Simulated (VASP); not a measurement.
Input of a VASP 6.6.1 run:

The input INCAR:

```
SYSTEM = H3CCl
ALGO     = Normal         ! electronic algorithm
DIPOL    = 0.5 0.5 0.671
EDIFF    = 1E-6           ! SCF threshold, eV
ENCUT    = 520            ! plane-wave cutoff, eV
GGA      = PE             ! functional
IDIPOL   = 3            
ISIF     = 2              ! what is computed and relaxed
ISMEAR   = 0              ! smearing method
IVDW     = 12             ! dispersion correction
LASPH    = .True.         ! aspherical terms in the spheres
LCHARG   = .False.        ! write CHGCAR
LDIPOL   = .True.       
LREAL    = .False.        ! projectors in reciprocal space
LWAVE    = .False.        ! write WAVECAR
NBANDS   = 15             ! bands
NELM     = 60             ! most SCF steps
PREC     = Accurate       ! precision mode
SIGMA    = 0.1            ! smearing width, eV
```

The input KPOINTS:

```
k-points
0
Gamma
  4 4 1
  0 0 0
```

The input POSCAR:

```
H3CCl
1.0
    5.8027911564      0.0000000000      0.0000000000
   -2.9013955782      5.0253645543      0.0000000000
    0.0000000000      0.0000000000     24.4540591391
C Cl H
1 1 3
Direct
    0.3714914718      0.6658636445      0.6711910093
    0.0166674412      0.5166331156      0.6658580771
    0.4622360466      0.8673215435      0.6544319484
    0.4219638599      0.6687915131      0.7143599711
    0.4315193501      0.5458428688      0.6469782747
```

Potentials or basis: VASP PAW PBE potentials, release 64 (C, Cl, H).

Launch:

```console
$ cat potpaw_PBE.64/C/POTCAR potpaw_PBE.64/Cl/POTCAR potpaw_PBE.64/H/POTCAR > POTCAR
$ mpirun -np 1 vasp_std > vasp.out
```

(1) Estimate the largest force.

(2) What does it give for the gap between the frontier levels?

Answers

(1) 0.187 eV/Å.

(2) 5.70 eV.
